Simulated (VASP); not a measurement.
Here is a VASP 6.6.1 calculation.

Contents of INCAR:

```
PREC = Accurate
ENCUT = 520
EDIFF = 1E-6
ISMEAR = -1
SIGMA = 0.1
LREAL = F
LASPH = T
NELM = 60
ALGO = Normal
ISIF = 2
LWAVE = F
LCHARG = T
GGA = PS
LELF = T
LVHAR = T
NBANDS = 32
```

The input KPOINTS:

```
regular mesh
0
Gamma
  13 13 4
```

POSCAR

```
Zr
1.0
    3.1262963017      0.0000000000      0.0000000000
   -1.5631481509      2.7074520170      0.0000000000
    0.0000000000      0.0000000000     10.1879676297
Zr
4
Direct
    1.0000000000      0.0000000000      0.0000000000
    0.0000000000      0.0000000000      0.5000000000
    0.3333333333      0.6666666667      0.2500000000
    0.6666666667      0.3333333333      0.7500000000
```

Potentials or basis: VASP PAW PBE potentials, release 64 (Zr_sv).

Run with:

```sh
$ cat potpaw_PBE.64/Zr_sv/POTCAR > POTCAR
$ mpirun -np 1 vasp_std > vasp.out
```

Q: Predict the band gap on the k mesh.

A: Zero (bands 24 and 25 overlap by 1.38 eV).

Q: Estimate the pressure.

A: 4.3 GPa.

Stress tensor (GPa, compression positive):
```
4.20 0.00 0.00
0.00 4.20 0.00
0.00 0.00 4.48
```

Caveat: the cell stands under pressure; the PAW data sets were made with another functional, which shifts forces and pressure a little.
